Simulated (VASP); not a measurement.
# As (Cmce) in VASP: a series of runs

The runs below take As through single point, with r2SCAN.

Program: VASP 6.6.1. These are calculated values, not measurements. Logs are shortened: lines on timing, memory, paths and dates and some standing lists are left out, and cuts for length are marked.

## (1) The cell of the first run

It takes space group Cmce (No. 64, orthorhombic). Conventional cell: a = 3.696 Å, b = 11.551 Å, c = 4.797 Å, α = 90.00°, β = 90.00°, γ = 90.00°. As (site symmetry m) has 3 As at 2.51 Å within 3.3 Å.

## (2) Single point, r2SCAN (25.60 Å³/atom)

POSCAR reads:

```
As
1.0
    1.8481516843     -5.7757121136      0.0000000000
    1.8481516843      5.7757121136      0.0000000000
    0.0000000000      0.0000000000      4.7973300515
As
4
Direct
    0.1042544959      0.8957455041      0.9264712218
    0.6042544959      0.3957455041      0.5735287782
    0.8957455041      0.1042544959      0.0735287782
    0.3957455041      0.6042544959      0.4264712218
```

INCAR.step1 reads:

```
ALGO = Normal ; EDIFF = 1E-4
ENCUT = 520 ; GGA = PE
ISMEAR = -1 ; LASPH = True
LCHARG = False ; LREAL = False
LWAVE = True ; NBANDS = 18
NELM = 60 ; PREC = Accurate
SIGMA = 0.1
```

INCAR.step2 reads:

```
ALGO = Normal ; EDIFF = 1E-6
ENCUT = 520 ; ISIF = 2
ISMEAR = -1 ; ISTART = 1
LASPH = True ; LCHARG = False
LMIXTAU = True ; LREAL = False
LWAVE = False ; METAGGA = R2SCAN
NBANDS = 18 ; NELM = 60
PREC = Accurate ; SIGMA = 0.1
```

KPOINTS reads:

```
k-points
0
Gamma
  10 10 8
```

Potentials or basis: VASP PAW PBE potentials, release 64 (As).

Command:

```bash
cat potpaw_PBE.64/As/POTCAR > POTCAR
cp INCAR.step1 INCAR
mpirun -np 1 vasp_std > vasp.out
cp INCAR.step2 INCAR
mpirun -np 1 vasp_std > vasp.out
```

OUTCAR:

```text
EDIFF = 1E-6
   ENCUT = 520
   ISIF = 2
   ISMEAR = -1
   ISTART = 1
   LASPH = True
   LREAL = False
   METAGGA = R2SCAN
   NELM = 60
   PREC = Accurate

 ion  position               nearest neighbor table
   1  0.104  0.896  0.926-   2 2.51   2 2.51   3 2.51
   2  0.604  0.396  0.574-   1 2.51   1 2.51   4 2.51
   3  0.896  0.104  0.074-   4 2.51   4 2.51   1 2.51
   4  0.396  0.604  0.426-   3 2.51   3 2.51   2 2.51

  LATTYP: Found a base centered orthorhombic cell.
 ALAT       =     3.6963033686
 B/A-ratio  =     3.1251288315
 C/A-ratio  =     1.2978723803

  Lattice vectors:

 A1 = (   1.8481516843,  -5.7757121136,   0.0000000000)
 A2 = (   1.8481516843,   5.7757121136,   0.0000000000)
 A3 = (   0.0000000000,   0.0000000000,   4.7973300515)

Analysis of symmetry for initial positions (statically):
=====================================================================
 Subroutine PRICEL returns:
 Original cell was already a primitive cell.

 Routine SETGRP: Setting up the symmetry group for a
 base centered orthorhombic supercell.

 Subroutine GETGRP returns: Found  8 space group operations
 (whereof  4 operations were pure point group operations)
 out of a pool of  8 trial point group operations.

The static configuration has the point symmetry C_2h.
 The point group associated with its full space group is D_2h.

Analysis of symmetry for dynamics (positions and initial velocities):
=====================================================================
 Subroutine PRICEL returns:
 Original cell was already a primitive cell.

 Routine SETGRP: Setting up the symmetry group for a
 base centered orthorhombic supercell.

 Subroutine GETGRP returns: Found  8 space group operations
 (whereof  4 operations were pure point group operations)
 out of a pool of  8 trial point group operations.

The dynamic configuration has the point symmetry C_2h.
 The point group associated with its full space group is D_2h.

 Subroutine INISYM returns: Found  8 space group operations
 (whereof  4 operations are pure point group operations),
 and found     1 'primitive' translations

----------------------------------------------------------------------------------------

                                     Primitive cell

  volume of cell :     102.4172

  direct lattice vectors                    reciprocal lattice vectors
     1.848151684 -5.775712114  0.000000000     0.270540565 -0.086569412  0.000000000
     1.848151684  5.775712114  0.000000000     0.270540565  0.086569412  0.000000000
     0.000000000  0.000000000  4.797330052     0.000000000  0.000000000  0.208449281

  length of vectors
     6.064199458  6.064199458  4.797330052     0.284053622  0.284053622  0.208449281

  position of ions in fractional coordinates (direct lattice)
     0.104254496  0.895745504  0.926471222
     0.604254496  0.395745504  0.573528778
     0.895745504  0.104254496  0.073528778
     0.395745504  0.604254496  0.426471222

  ion indices of the primitive-cell ions
   primitive index   ion index
                 1           1
                 2           2
                 3           3
                 4           4

----------------------------------------------------------------------------------------

 KPOINTS: k-points

Automatic generation of k-mesh.
 Grid dimensions read from file:
 generate k-points for:   10   10    8

 Generating k-lattice:

  Cartesian coordinates                     Fractional coordinates (reciprocal lattice)
     0.027054056 -0.008656941  0.000000000     0.100000000  0.000000000  0.000000000
     0.027054056  0.008656941  0.000000000     0.000000000  0.100000000  0.000000000
     0.000000000  0.000000000  0.026056160     0.000000000  0.000000000  0.125000000

  Length of vectors
     0.028405362  0.028405362  0.026056160

  Shift w.r.t. Gamma in fractional coordinates (k-lattice)
     0.000000000  0.000000000  0.000000000

 Subroutine IBZKPT returns following result:
 ===========================================

 Found    155 irreducible k-points:

 Following reciprocal coordinates:
            Coordinates               Weight
  0.000000  0.000000  0.000000      1.000000
  0.100000 -0.000000  0.000000      4.000000
  0.200000 -0.000000  0.000000      4.000000
  0.300000  0.000000  0.000000      4.000000
  0.400000  0.000000  0.000000      4.000000
  0.500000 -0.000000  0.000000      2.000000
[... 16 lines left out ...]
  0.300000  0.300000  0.000000      2.000000
  0.400000  0.300000  0.000000      4.000000
 [... further k-points ...]
   k-points           NKPTS =    155   k-points in BZ     NKDIM =    155   number of bands    NBANDS=     18
   number of dos      NEDOS =    301   number of ions     NIONS =      4
   total plane-waves  NPLWV =  82944
   dimension x,y,z NGX =    48 NGY =   48 NGZ =   36
   dimension x,y,z NGXF=    96 NGYF=   96 NGZF=   72
   ions per type =               4
   NGX,Y,Z   is equivalent  to a cutoff of  13.16, 13.16, 12.48 a.u.
[... 33 lines left out ...]
  Fermi-wavevector in a.u.,A,eV,Ry     =   0.949789  1.794841 12.273810  0.902100
  Thomas-Fermi vector in A             =   2.078105
   LORBIT       =      0    0 simple, 1 ext, 2 COOP (PROOUT), +10 PAW based schemes
   METAGGA = R2SCAN    functional components
   LHFCALC =     F    Hartree Fock is set to
   AEXX    =    0.0000 exact exchange contribution
   IVDW    =     0    specifies the selected vdW correction
   LEPSILON=     F    determine dielectric tensor
   LRPA    =     F    only Hartree local field effects (RPA)
 non-spin polarized calculation
  energy-cutoff  :      520.00
  volume of cell :      102.42
 maximum number of plane-waves:      2784
 NGX is ok and might be reduce to    48
   NGX = 23   NGY = 23   NGZ = 17

 number of electron      20.0000001 magnetization

 Free energy of the ion-electron system (eV)
  ---------------------------------------------------
  ext. energy  EPLUGINS =         0.00000000
  ---------------------------------------------------
  free energy    TOTEN  =       -58.80177703 eV

  energy without entropy =      -58.79984070  energy(sigma->0) =      -58.80080887

 E-fermi :   3.5756     XC(G=0):  -9.4564

 val. band max:        3.4329198337   @ k =   0.5000   0.5000   0.0000
 cond. band min:       3.7106920783   @ k =   0.5000   0.5000   0.0000
 fundamental gap:      0.2777722446
 Fermi energy:         3.5756086130

 k-point     1 :       0.0000    0.0000    0.0000
  band No.  band energies     occupation
      1     -11.4596      2.00000
      2      -9.0455      2.00000
      3      -6.4923      2.00000
      4      -3.0823      2.00000
      5      -2.1717      2.00000
      6      -0.4448      2.00000
[... 10 lines left out ...]
     17      11.3635      0.00000
     18      11.4593      0.00000

 k-point     2 :       0.1000   -0.0000    0.0000
  band No.  band energies     occupation
      1     -11.3568      2.00000
      2      -8.9509      2.00000
      3      -6.5825      2.00000
      4      -3.2922      2.00000
      5      -2.0671      2.00000
      6      -0.3610      2.00000
[... 10 lines left out ...]
     17      10.4655      0.00000
     18      11.2273      0.00000

 k-point     3 :       0.2000   -0.0000    0.0000
  band No.  band energies     occupation
      1     -11.0514      2.00000
      2      -8.6680      2.00000
      3      -6.8905      2.00000
      4      -3.9103      2.00000
      5      -1.7625      2.00000
      6      -0.6585      2.00000
[... 10 lines left out ...]
     17       9.6614      0.00000
     18      11.0171      0.00000

 k-point     4 :       0.3000    0.0000    0.0000
  band No.  band energies     occupation
      1     -10.5543      2.00000
      2      -8.1996      2.00000
      3      -7.4632      2.00000
      4      -4.8151      2.00000
      5      -1.2973      2.00000
      6      -0.9848      2.00000
[... 375 lines left out ...]
      4      -3.2193      2.00000
      5      -1.9371      2.00000
      6      -0.4066      2.00000
[... 10 lines left out ...]
     17      10.0037      0.00000
     18      11.6012      0.00000

 k-point    23 :       0.3000    0.3000    0.0000
  band No.  band energies     occupation
      1      -9.7738      2.00000
      2      -8.3096      2.00000
      3      -7.8069      2.00000
      4      -5.6151      2.00000
      5      -0.9756      2.00000
      6      -0.4018      2.00000
[... 10 lines left out ...]
     17      11.0043      0.00000
     18      11.5404      0.00000

 k-point    24 :       0.4000    0.3000    0.0000
  band No.  band energies     occupation
      1     -10.4131      2.00000
      2      -8.5098      2.00000
      3      -7.4977      2.00000
      4      -4.6889      2.00000
      5      -1.0414      2.00000
      6      -0.6353      2.00000
[... 10 lines left out ...]
     17      10.7017      0.00000
     18      11.0048      0.00000

 [... further k-points ...]

------------------------ aborting loop because EDIFF is reached ----------------------------------------

  FORCE on cell =-STRESS in cart. coord.  units (eV):
  Direction    XX          YY          ZZ          XY          YZ          ZX
  --------------------------------------------------------------------------------------
  -------------------------------------------------------------------------------------
  Total       -1.6247868     -1.2386456     -1.3094954      0.0000000     -0.0000000      0.0000000
  in kB      -25.4175815    -19.3769277    -20.4852754      0.0000000     -0.0000000      0.0000000
  external PRESSURE =     -21.7599282 kB  Pullay stress =       0.0000000 kB

 VOLUME and BASIS-vectors are now :
 -----------------------------------------------------------------------------
  energy-cutoff  :      520.00
  volume of cell :      102.42
      direct lattice vectors                 reciprocal lattice vectors
     1.848151684 -5.775712114  0.000000000     0.270540565 -0.086569412  0.000000000
     1.848151684  5.775712114  0.000000000     0.270540565  0.086569412  0.000000000
     0.000000000  0.000000000  4.797330052     0.000000000  0.000000000  0.208449281

 POSITION                                       TOTAL-FORCE (eV/Angst)
 -----------------------------------------------------------------------------------
      1.84815      4.57142      4.44459         0.000000      0.201182     -0.176427
      1.84815     -1.20429      2.75141         0.000000      0.201182      0.176427
      1.84815     -4.57142      0.35274         0.000000     -0.201182      0.176427
      1.84815      1.20429      2.04592         0.000000     -0.201182     -0.176427
 -----------------------------------------------------------------------------------
    total drift:                                0.000000      0.000000     -0.000000

  FREE ENERGIE OF THE ION-ELECTRON SYSTEM (eV)
  ---------------------------------------------------
  free  energy   TOTEN  =       -58.8017770290 eV

  energy  without entropy=      -58.7998407050  energy(sigma->0) =      -58.80080887
```

Wall time 7.8 min (1 thread of Intel Xeon 6975P-C (Granite Rapids), shared host); peak memory 0.43 GiB.

Results:

```yaml
Free_energy: -58.8018 eV
Pressure: -2.2 GPa
Largest_force: 0.268 eV/Å
```

Forces on the atoms (eV/Å):
```
As   0.000  0.201 -0.176
As   0.000  0.201  0.176
As   0.000 -0.201  0.176
As   0.000 -0.201 -0.176
```

Stress tensor (GPa, compression positive):
```
-2.54  0.00  0.00
 0.00 -1.94  0.00
 0.00  0.00 -2.05
```

Caveat: the PAW data sets were made with another functional, which shifts forces and pressure a little.

## (3) Single point, r2SCAN (26.59 Å³/atom)

This run uses another cell than the first one, of 26.59 Å³/atom.

POSCAR reads:

```
As
1.0
    1.8715484932     -5.8488301556      0.0000000000
    1.8715484932      5.8488301556      0.0000000000
    0.0000000000      0.0000000000      4.8580621956
As
4
Direct
    0.1042544959      0.8957455041      0.9264712218
    0.6042544959      0.3957455041      0.5735287782
    0.8957455041      0.1042544959      0.0735287782
    0.3957455041      0.6042544959      0.4264712218
```

INCAR.step1 reads:

```
SYSTEM = As
  PREC = Accurate
  ENCUT = 520
  ISMEAR = -1
  SIGMA = 0.1
  LREAL = .False.
  LASPH = .True.
  NELM = 60
  NBANDS = 18
  GGA = PE
  ALGO = Normal
  EDIFF = 1E-4
  LWAVE = .True.
  LCHARG = .False.
```

INCAR.step2 reads:

```
SYSTEM = As
  PREC = Accurate
  ENCUT = 520
  EDIFF = 1E-6
  ISMEAR = -1
  SIGMA = 0.1
  LREAL = .False.
  LASPH = .True.
  NELM = 60
  ALGO = Normal
  ISIF = 2
  LWAVE = .False.
  LCHARG = .False.
  METAGGA = R2SCAN
  LMIXTAU = .True.
  NBANDS = 18
  ISTART = 1
```

KPOINTS reads:

```
Automatic mesh
0
Gamma
  10 10 8
  0 0 0
```

Potentials or basis: VASP PAW PBE potentials, release 64 (As).

Command:

```bash
cat potpaw_PBE.64/As/POTCAR > POTCAR
cp INCAR.step1 INCAR
mpirun -np 1 vasp_std > vasp.out
cp INCAR.step2 INCAR
mpirun -np 1 vasp_std > vasp.out
```

Run time: 9.1 min. Hardware: 1 thread of Intel Xeon 6975P-C (Granite Rapids), shared host; peak memory 0.43 GiB.

Results (log left out):

* Free energy: -58.7246 eV
* Pressure: -4.1 GPa
* Largest force: 0.534 eV/Å

Forces in eV/Å, atoms in the order of the input:
```
As   0.000  0.402 -0.352
As   0.000  0.402  0.352
As   0.000 -0.402  0.352
As   0.000 -0.402 -0.352
```

Stress tensor (GPa, compression positive):
```
-4.64  0.00  0.00
 0.00 -3.67  0.00
 0.00  0.00 -3.86
```

Levels at points of the mesh, in eV from the Fermi level:
| k point | band 8 | band 9 | band 10 | band 11 | band 12 | band 13 |
| --- | --- | --- | --- | --- | --- | --- |
| (0.00, 0.00, 0.00) | -2.10 | -1.83 | -1.09 | 1.46 | 1.92 | 2.17 |
| (0.50, 0.00, 0.00) | -2.78 | -2.31 | -2.31 | 1.03 | 1.03 | 1.57 |
| (0.50, 0.50, 0.00) | -1.53 | -1.38 | -0.18 | 0.18 | 1.94 | 2.00 |
| (0.00, 0.00, 0.50) | -2.26 | -1.03 | -1.03 | 0.95 | 0.95 | 2.54 |
| (0.50, 0.00, 0.50) | -4.36 | -1.75 | -1.75 | 2.10 | 2.10 | 3.83 |
| (0.50, 0.50, 0.50) | -2.30 | -1.39 | -1.39 | 1.33 | 1.33 | 2.02 |

Caveat: the cell stands under tension; the PAW data sets were made with another functional, which shifts forces and pressure a little.

## (4) Single point, r2SCAN (23.63 Å³/atom)

This run uses another cell than the first one, of 23.63 Å³/atom.

POSCAR reads:

```
As
1.0
    1.7994933401     -5.6236485191      0.0000000000
    1.7994933401      5.6236485191      0.0000000000
    0.0000000000      0.0000000000      4.6710254094
As
4
Direct
    0.1042544959      0.8957455041      0.9264712218
    0.6042544959      0.3957455041      0.5735287782
    0.8957455041      0.1042544959      0.0735287782
    0.3957455041      0.6042544959      0.4264712218
```

INCAR.step1 reads:

```
SYSTEM = As
PREC = Accurate
ENCUT = 520
ISMEAR = -1
SIGMA = 0.1
LREAL = .False.
LASPH = .True.
NELM = 100
NBANDS = 18
GGA = PE
ALGO = Normal
EDIFF = 1E-4
LWAVE = .True.
LCHARG = .False.
```

INCAR.step2 reads:

```
SYSTEM = As
PREC = Accurate
ENCUT = 520
EDIFF = 1E-7
ISMEAR = -1
SIGMA = 0.1
LREAL = .False.
LASPH = .True.
NELM = 100
ALGO = Normal
ISIF = 2
LWAVE = .False.
LCHARG = .False.
METAGGA = R2SCAN
LMIXTAU = .True.
NBANDS = 18
ISTART = 1
```

KPOINTS is that of step 3.

Command:

```bash
cat potpaw_PBE.64/As/POTCAR > POTCAR
cp INCAR.step1 INCAR
mpirun -np 1 vasp_std > vasp.out
cp INCAR.step2 INCAR
mpirun -np 1 vasp_std > vasp.out
```

Run time: 39 min. Hardware: 1 thread of Oxide Virtual Turin-like, shared host; peak memory 0.39 GiB.

Results (log left out):

```
Free energy   : -58.7899 eV
Pressure      : 3.0 GPa
Largest force : 0.391 eV/Å
```

Forces in eV/Å, atoms in the order of the input:
```
As   0.000 -0.301  0.249
As   0.000 -0.301 -0.249
As   0.000  0.301 -0.249
As   0.000  0.301  0.249
```

Stress tensor (GPa, compression positive):
```
3.25 0.00 0.00
0.00 2.85 0.00
0.00 0.00 2.92
```

Levels at points of the mesh, in eV from the Fermi level:
```
           k point  band 8  band 9  band 10  band 11  band 12  band 13
(0.00, 0.00, 0.00)   -2.50   -2.10    -1.26     1.38     1.83     2.27
(0.50, 0.00, 0.00)   -3.11   -2.62    -2.62     0.98     0.98     1.44
(0.50, 0.50, 0.00)   -1.74   -1.64    -0.04     0.03     1.72     2.23
(0.00, 0.00, 0.50)   -2.59   -1.13    -1.13     1.15     1.15     2.64
(0.50, 0.00, 0.50)   -5.02   -1.98    -1.98     2.10     2.10     4.15
(0.50, 0.50, 0.50)   -2.47   -1.56    -1.56     1.51     1.51     2.15
```

Caveat: the cell stands under pressure; the PAW data sets were made with another functional, which shifts forces and pressure a little.

## (5) Single point, r2SCAN (24.62 Å³/atom)

This run uses another cell than the first one, of 24.62 Å³/atom.

POSCAR reads:

```
As
1.0
    1.8241469974     -5.7006943743      0.0000000000
    1.8241469974      5.7006943743      0.0000000000
    0.0000000000      0.0000000000      4.7350200111
As
4
Direct
    0.1042544959      0.8957455041      0.9264712218
    0.6042544959      0.3957455041      0.5735287782
    0.8957455041      0.1042544959      0.0735287782
    0.3957455041      0.6042544959      0.4264712218
```

INCAR.step1 reads:

```
ALGO = Normal ; EDIFF = 1E-4
ENCUT = 520 ; GGA = PE
ISMEAR = -1 ; LASPH = True
LCHARG = False ; LREAL = False
LWAVE = True ; NBANDS = 18
NELM = 60 ; PREC = Accurate
SIGMA = 0.1
```

INCAR.step2 reads:

```
ALGO = Normal ; EDIFF = 1E-6
ENCUT = 520 ; ISIF = 2
ISMEAR = -1 ; ISTART = 1
LASPH = True ; LCHARG = False
LMIXTAU = True ; LREAL = False
LWAVE = False ; METAGGA = R2SCAN
NBANDS = 18 ; NELM = 60
PREC = Accurate ; SIGMA = 0.1
```

KPOINTS reads:

```
k-points
0
Gamma
  10 10 8
```

Command:

```bash
cat potpaw_PBE.64/As/POTCAR > POTCAR
cp INCAR.step1 INCAR
mpirun -np 1 vasp_std > vasp.out
cp INCAR.step2 INCAR
mpirun -np 1 vasp_std > vasp.out
```

Run time: 32 min. Hardware: 1 thread of Oxide Virtual Turin-like, shared host; peak memory 0.39 GiB.

The run converged. Its results:

```
Free energy   : -58.8276 eV
Pressure      : 0.1 GPa
Largest force : 0.039 eV/Å
```

Forces in eV/Å, atoms in the order of the input:
```
As   0.000 -0.032  0.022
As   0.000 -0.032 -0.022
As   0.000  0.032 -0.022
As   0.000  0.032  0.022
```

Stress tensor (GPa, compression positive):
```
0.05 0.00 0.00
0.00 0.20 0.00
0.00 0.00 0.18
```

Levels at points of the mesh, in eV from the Fermi level:
```
           k point  band 8  band 9  band 10  band 11  band 12  band 13
(0.00, 0.00, 0.00)   -2.36   -2.00    -1.20     1.41     1.87     2.24
(0.50, 0.00, 0.00)   -2.99   -2.51    -2.51     1.00     1.00     1.49
(0.50, 0.50, 0.00)   -1.67   -1.55    -0.10     0.09     1.80     2.15
(0.00, 0.00, 0.50)   -2.47   -1.10    -1.10     1.08     1.08     2.61
(0.50, 0.00, 0.50)   -4.78   -1.90    -1.90     2.11     2.11     4.04
(0.50, 0.50, 0.50)   -2.41   -1.50    -1.50     1.45     1.45     2.09
```

Caveat: the PAW data sets were made with another functional, which shifts forces and pressure a little.

## (6) Overview

| cell | pressure (GPa) | largest force (eV/Å) |
| --- | --- | --- |
| a = 6.064, b = 6.064, c = 4.797 Å, angles 90.0, 90.0, 144.5°, 4 atoms | -2.2 | 0.27 |
| a = 6.141, b = 6.141, c = 4.858 Å, angles 90.0, 90.0, 144.5°, 4 atoms | -4.1 | 0.53 |
| a = 5.905, b = 5.905, c = 4.671 Å, angles 90.0, 90.0, 144.5°, 4 atoms | 3.0 | 0.39 |
| a = 5.985, b = 5.985, c = 4.735 Å, angles 90.0, 90.0, 144.5°, 4 atoms | 0.1 | 0.04 |

Alike in all rows: task single point; level r2SCAN; potentials or basis VASP PAW PBE potentials, release 64 (As); no spin polarisation; k mesh 10 × 10 × 8; cutoff (eV) 520; smearing fermi-dirac 0.1 eV.

Caveats: the PAW data sets were made with another functional, which shifts forces and pressure a little; the cell stands under tension (at least some runs); the cell stands under pressure (at least some runs).

Total energies depend on the potentials used, so only differences within one code and one set of settings carry meaning.
